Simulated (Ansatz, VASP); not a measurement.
# Nb2B3C in VASP and in Ansatz

INCAR

```
PREC = Accurate
ENCUT = 520
EDIFF = 1E-6
ISMEAR = 0
SIGMA = 0.1
LREAL = False
LASPH = True
NELM = 60
ALGO = Normal
ISIF = 2
LWAVE = False
LCHARG = False
GGA = PE
NBANDS = 28
```

The input KPOINTS:

```
regular mesh
0
Gamma
  6 6 4
```

File POSCAR:

```
Nb2B3C
1.0
    3.4424538300      0.0000000000      0.0000000000
    0.0000000000      3.4424538300      0.0000000000
    0.0000000000      0.0000000000      7.0256785300
Nb B C
2 3 1
Direct
    0.0000000000      0.0000000000      0.5000000000
    0.5000000000      0.5000000000      0.0000000000
    0.5000000000      0.5000000000      0.5000000000
    0.5000000000      0.5000000000      0.7352805700
    0.5000000000      0.5000000000      0.2647194300
    0.0000000000      0.0000000000      0.0000000000
```

Input for Ansatz:

```yaml
crystal:
  lattice:
    - [3.44245383, 0.0, 0.0]
    - [0.0, 3.44245383, 0.0]
    - [0.0, 0.0, 7.02567853]
  atoms:
    - { symbol: Nb, position: [0.0, 0.0, 0.5] }
    - { symbol: Nb, position: [0.5, 0.5, 0.0] }
    - { symbol: B, position: [0.5, 0.5, 0.5] }
    - { symbol: B, position: [0.5, 0.5, 0.73528057] }
    - { symbol: B, position: [0.5, 0.5, 0.26471943] }
    - { symbol: C, position: [0.0, 0.0, 0.0] }
basis:
  ecutwfc: 420
kpoints:
  mp_grid: { grid: [6, 6, 4] }
hamiltonian:
  xc: pbe
scf:
  occupations: { method: gaussian, width: 0.1 }
  lower_state_search: "off"
output:
  forces: true
  stress: true
  eigenvalues: true
```

Alike in both runs: task single point; functional PBE; k mesh 6 × 6 × 4; occupations gaussian, width 0.1 eV; no spin polarisation.

```csv
,VASP,Ansatz
version,VASP 6.6.1,Ansatz 0.2.0
potentials or method,"VASP PAW PBE potentials, release 64 (Nb_sv, B, C), cutoff 520 eV","scalar-relativistic, plane waves, PAW"
valence electrons in the cell,39,39
```

Ansatz gave:

```
gap on the k mesh at the Fermi level (eV)                     : none
pressure (GPa)                                                : -10.2
traceless stress, the component that is largest in VASP (GPa) : 36.35
rms of the force components (eV/Å)                            : 2.218
```

**Question.** Estimate VASP's values.

**Answer.** gap on the k mesh at the Fermi level (eV): none; pressure (GPa): -10.3; traceless stress, the component that is largest in VASP (GPa): 36.47; rms of the force components (eV/Å): 2.223.

Atom by atom the forces differ by 0.005 eV/Å (rms over components). A gap of «none» marks a metal or a gap that the smearing closes.
